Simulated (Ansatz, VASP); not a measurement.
**Two plane-wave programs on TiSi2O4**

```
Ti Si O
1.0
     5.36351    0.00000    0.00000
     0.00000    5.36351    0.00000
     0.00000    0.00000    2.83260
Ti Si O
1 2 4
Direct
  0.50000 0.50000 0.50403
  0.00000 0.50000 0.00000
  0.50000 0.00000 0.00000
  0.75000 0.75000 0.00806
  0.25000 0.25000 0.00806
  0.25000 0.75000 0.00806
  0.75000 0.25000 0.00806
```

Alike in both runs: task single point; functional PBE; k mesh 4 × 4 × 6; occupations gaussian, width 0.1 eV; collinear spin.

```csv
,VASP,Ansatz
version,VASP 6.6.1,Ansatz 0.2.0
potentials or method,"VASP PAW PBE potentials, release 64 (Ti_sv, Si, O), cutoff 520 eV","scalar-relativistic, plane waves, PAW"
valence electrons in the cell,44,44
```

VASP gave:

- gap on the k mesh at the Fermi level (eV): none
- pressure (GPa): -21.2
- traceless stress, the component that is largest in VASP (GPa): 12.05
- rms of the force components (eV/Å): 1.007
- net moment per atom (μB): 0.00
- size of the moment on the site where the two differ most (μB): 0.00

Q: What did Ansatz give for the same quantities?

A: gap on the k mesh at the Fermi level (eV): none; pressure (GPa): -21.1; traceless stress, the component that is largest in VASP (GPa): 12.35; rms of the force components (eV/Å): 1.017; net moment per atom (μB): 0.05; size of the moment on the site where the two differ most (μB): 0.36.

Site moments also hang on the region over which each program counts them. Atom by atom the forces differ by 0.010 eV/Å (rms over components). A gap of «none» marks a metal or a gap that the smearing closes.

The k mesh is coarse, so the values compare programs but aren't converged.
